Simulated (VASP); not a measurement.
# Ti4O in VASP: notebook, part 2 of 2

VASP 6.6.1. The steps go on from the part before.

## 3. Single point, PBE

The input, INCAR:

```
SYSTEM = Ti4O
  PREC = Accurate
  ENCUT = 520
  EDIFF = 1E-6
  ISMEAR = 0
  SIGMA = 0.1
  LREAL = .FALSE.
  LASPH = .TRUE.
  NELM = 60
  ALGO = Normal
  ISIF = 2
  LWAVE = .FALSE.
  LCHARG = .FALSE.
  LDIPOL = .TRUE.
  IDIPOL = 3
  DIPOL = 0.5 0.5 0.335
  GGA = PE
  NBANDS = 35
```

The input, KPOINTS:

```
regular mesh
0
G
  9 7 1
  0 0 0
```

The input, POSCAR:

```
Ti4O
1.0
    2.9075446938      0.0000000000      0.0000000000
    0.0000000000      4.1118891392      0.0000000000
    0.0000000000      0.0000000000     19.6535692687
Ti O
4 1
Direct
    0.5000000000      0.5000000000      0.2035253722
    0.0000000000      0.0000000000      0.2774952616
    0.5000000000      0.5000000000      0.3439484703
    0.0000000000      0.0000000000      0.4148645550
    0.5000000000      0.4000000000      0.4365366641
```

Potentials or basis: VASP PAW PBE potentials, release 64 (Ti_sv, O).

On the command line:

```
$ cat potpaw_PBE.64/Ti_sv/POTCAR potpaw_PBE.64/O/POTCAR > POTCAR
$ mpirun -np 1 vasp_std > vasp.out
```

OUTCAR:

```text
SYSTEM = Ti4O
   PREC = Accurate
   ENCUT = 520
   EDIFF = 1E-6
   ISMEAR = 0
   LREAL = .FALSE.
   LASPH = .TRUE.
   NELM = 60
   ISIF = 2
   GGA = PE

 ion  position               nearest neighbor table
   1  0.500  0.500  0.204-   3 2.76   2 2.91   2 2.91   2 2.91   2 2.91
   2  0.000  0.000  0.277-   4 2.70   3 2.84   3 2.84   3 2.84   3 2.84   1 2.91   1 2.91   1 2.91
                             1 2.91
   3  0.500  0.500  0.344-   5 1.87   1 2.76   2 2.84   2 2.84   2 2.84   2 2.84   4 2.88   4 2.88
                             4 2.88   4 2.88
   4  0.000  0.000  0.415-   5 2.24   5 2.24   2 2.70   3 2.88   3 2.88   3 2.88   3 2.88
   5  0.500  0.400  0.437-   3 1.87   4 2.24   4 2.24

  LATTYP: Found a simple orthorhombic cell.
 ALAT       =     2.9075446938
 B/A-ratio  =     1.4142135624
 C/A-ratio  =     6.7595071920

  Lattice vectors:

 A1 = (   2.9075446938,   0.0000000000,   0.0000000000)
 A2 = (   0.0000000000,   4.1118891392,   0.0000000000)
 A3 = (   0.0000000000,   0.0000000000,  19.6535692687)

Analysis of symmetry for initial positions (statically):
=====================================================================
 Subroutine PRICEL returns:
 Original cell was already a primitive cell.

 Routine SETGRP: Setting up the symmetry group for a
 simple orthorhombic supercell.

 Subroutine GETGRP returns: Found  2 space group operations
 (whereof  2 operations were pure point group operations)
 out of a pool of  8 trial point group operations.

The static configuration has the point symmetry C_1h.

Analysis of symmetry for dynamics (positions and initial velocities):
=====================================================================
 Subroutine PRICEL returns:
 Original cell was already a primitive cell.

 Routine SETGRP: Setting up the symmetry group for a
 simple orthorhombic supercell.

 Subroutine GETGRP returns: Found  2 space group operations
 (whereof  2 operations were pure point group operations)
 out of a pool of  8 trial point group operations.

The dynamic configuration has the point symmetry C_1h.

 Subroutine INISYM returns: Found  2 space group operations
 (whereof  2 operations are pure point group operations),
 and found     1 'primitive' translations

----------------------------------------------------------------------------------------

                                     Primitive cell

  volume of cell :     234.9683

  direct lattice vectors                    reciprocal lattice vectors
     2.907544694  0.000000000  0.000000000     0.343932804  0.000000000  0.000000000
     0.000000000  4.111889139  0.000000000     0.000000000  0.243197218  0.000000000
     0.000000000  0.000000000 19.653569269     0.000000000  0.000000000  0.050881343

  length of vectors
     2.907544694  4.111889139 19.653569269     0.343932804  0.243197218  0.050881343

  position of ions in fractional coordinates (direct lattice)
     0.500000000  0.500000000  0.203525372
     0.000000000  0.000000000  0.277495262
     0.500000000  0.500000000  0.343948470
     0.000000000  0.000000000  0.414864555
     0.500000000  0.400000000  0.436536664

[... 40 lines left out ...]
  0.444444  0.000000  0.000000      2.000000
  0.000000  0.142857  0.000000      2.000000
[... 12 lines left out ...]
  0.333333  0.428571  0.000000      4.000000
  0.444444  0.428571  0.000000      4.000000
   k-points           NKPTS =     20   k-points in BZ     NKDIM =     20   number of bands    NBANDS=     35
   number of dos      NEDOS =    301   number of ions     NIONS =      5
   total plane-waves  NPLWV = 115200
   dimension x,y,z NGX =    24 NGY =   32 NGZ =  150
   dimension x,y,z NGXF=    48 NGYF=   64 NGZF=  300
   ions per type =               4   1
   NGX,Y,Z   is equivalent  to a cutoff of  13.72, 12.94, 12.69 a.u.
   NGXF,Y,Z  is equivalent  to a cutoff of  27.45, 25.88, 25.38 a.u.
 SYSTEM =  Ti4O
   PREC   = accura    normal or accurate (medium, high low for compatibility)
   ISTART =      0    job   : 0-new  1-cont  2-samecut
   ICHARG =      2    charge: 1-file 2-atom 10-const
   ISPIN  =      1    spin polarized calculation?
   LNONCOLLINEAR =      F non collinear calculations
   LSORBIT =      F    spin-orbit coupling
   LASPH  =      T    aspherical Exc in radial PAW
   ENCUT  =  520.0 eV  38.22 Ry    6.18 a.u.   5.41  7.65 36.54*2*pi/ulx,y,z
   NELM   =     60;   NELMIN=  2; NELMDL= -5     # of ELM steps
   EDIFF  = 0.1E-05   stopping-criterion for ELM
   LREAL  =      F    real-space projection
   EDIFFG = 0.1E-04   stopping-criterion for IOM
   NSW    =      0    number of steps for IOM
   IBRION =     -1    ionic relax: 0-MD 1-quasi-New 2-CG
   NFREE  =      0    steps in history (QN), initial steepest desc. (CG)
   ISIF   =      2    stress and relaxation
   ISYM   =      2    0-nonsym 1-usesym 2-fastsym
   POTIM  = 0.5000    time-step for ionic-motion
   TEBEG  =    0.0;   TEEND  =   0.0 temperature during run
   PSTRESS=    0.0 pullay stress
   NELECT =      54.0000    total number of electrons
   NUPDOWN=      -1.0000    fix difference up-down
   EMIN   =  10.00;   EMAX   =-10.00  energy-range for DOS
   EFERMI =   0.00;   METHOD = LEGACY
   ISMEAR =     0;   SIGMA  =   0.10  broadening in eV -4-tet -1-fermi 0-gaus
   EFERMI_NEDOS =   21; number of points for ismear=-14 and -15
   IALGO  =     38    algorithm
   IMIX   =      4    mixing-type and parameters
     AMIX     =   0.40;   BMIX     =  1.00
     AMIX_MAG =   1.60;   BMIX_MAG =  1.00
  volume/ion in A,a.u.               =      46.99       317.13
  Fermi-wavevector in a.u.,A,eV,Ry     =   1.002774  1.894968 13.681412  1.005555
  Thomas-Fermi vector in A             =   2.135283
   LORBIT       =      0    0 simple, 1 ext, 2 COOP (PROOUT), +10 PAW based schemes
   GGA     = PE    functional components
   LHFCALC =     F    Hartree Fock is set to
   AEXX    =    0.0000 exact exchange contribution
   IVDW    =     0    specifies the selected vdW correction
   LEPSILON=     F    determine dielectric tensor
   LRPA    =     F    only Hartree local field effects (RPA)
 non-spin polarized calculation
 Gauss-broadening in eV      SIGMA  =   0.10
  energy-cutoff  :      520.00
  volume of cell :      234.97
 maximum number of plane-waves:      6369
 NGX is ok and might be reduce to    24
   NGX = 11   NGY = 15   NGZ = 73

 dipolmoment           0.000000      0.000000      0.000287 electrons x Angstroem

 number of electron      54.0000013 magnetization

 dipolmoment           0.000000      0.000000     -0.016091 electrons x Angstroem

 Free energy of the ion-electron system (eV)
  ---------------------------------------------------
  ext. energy  EPLUGINS =         0.00000000
  ---------------------------------------------------
  free energy    TOTEN  =       -37.76747072 eV

  energy without entropy =      -37.74468646  energy(sigma->0) =      -37.75607859

 E-fermi :   0.5463     XC(G=0):  -4.6306

 val. band max:        0.5326673236   @ k =   0.3333   0.1429   0.0000
 cond. band min:       0.5477016722   @ k =   0.4444   0.4286   0.0000
 fundamental gap:      0.0150343486
 Fermi energy:         0.5463477182

 k-point     1 :       0.0000    0.0000    0.0000
  band No.  band energies     occupation
      1     -56.8131      2.00000
      2     -56.4199      2.00000
      3     -56.2118      2.00000
      4     -56.0055      2.00000
      5     -33.2195      2.00000
      6     -33.0817      2.00000
[... 749 lines left out ...]
     34       2.3351      0.00000
     35       2.4735      0.00000

------------------------ aborting loop because EDIFF is reached ----------------------------------------

 vacuum level on the upper side and lower side of the slab       (xc-potential included)        -0.285        -0.076

  FORCE on cell =-STRESS in cart. coord.  units (eV):
  Direction    XX          YY          ZZ          XY          YZ          ZX
  --------------------------------------------------------------------------------------
  -------------------------------------------------------------------------------------
  Total       -0.6378464     -5.7492541      1.7376187      0.0000000     -0.8831667      0.0000000
  in kB       -4.3492808    -39.2024182     11.8482945      0.0000000     -6.0220455      0.0000000
  external PRESSURE =     -10.5678015 kB  Pullay stress =       0.0000000 kB

 VOLUME and BASIS-vectors are now :
 -----------------------------------------------------------------------------
  energy-cutoff  :      520.00
  volume of cell :      234.97
      direct lattice vectors                 reciprocal lattice vectors
     2.907544694  0.000000000  0.000000000     0.343932804  0.000000000  0.000000000
     0.000000000  4.111889139  0.000000000     0.000000000  0.243197218  0.000000000
     0.000000000  0.000000000 19.653569269     0.000000000  0.000000000  0.050881343

 POSITION                                       TOTAL-FORCE (eV/Angst)
 -----------------------------------------------------------------------------------
      1.45377      2.05594      4.00000         0.000000     -0.001702      0.031847
      0.00000      0.00000      5.45377         0.000000      0.082965     -0.203980
      1.45377      2.05594      6.75982         0.000000      0.094400     -0.957144
      0.00000      0.00000      8.15357         0.000000      1.078891      1.056473
      1.45377      1.64476      8.57950         0.000000     -1.254553      0.072804
 -----------------------------------------------------------------------------------
    total drift:                                0.000000      0.000268      0.001398

  FREE ENERGIE OF THE ION-ELECTRON SYSTEM (eV)
  ---------------------------------------------------
  free  energy   TOTEN  =       -37.7674707226 eV

  energy  without entropy=      -37.7446864617  energy(sigma->0) =      -37.75607859

 vacuum level on the upper side and lower side of the slab         3.491         3.697
```

Run time: 5.7 min. Hardware: 1 thread of Intel Xeon 6975P-C, shared host; peak memory 0.4 GiB.

Results:

```
Free energy            : -37.7675 eV
Largest force          : 1.510 eV/Å
Band gap on the k mesh : 0.01 eV, indirect (least direct gap 0.17 eV)
```

Forces in eV/Å, atoms in the order of the input:
```
Ti   0.000 -0.002  0.032
Ti   0.000  0.083 -0.204
Ti   0.000  0.094 -0.957
Ti   0.000  1.079  1.056
O    0.000 -1.255  0.073
```

Levels at points of the mesh, in eV from the valence-band top:
| k point | band 24 | band 25 | band 26 | band 27 | band 28 | band 29 | band 30 | band 31 |
| --- | --- | --- | --- | --- | --- | --- | --- | --- |
| (0.00, 0.00, 0.00) | -1.37 | -1.13 | -0.39 | -0.07 | 0.22 | 0.27 | 0.62 | 0.88 |
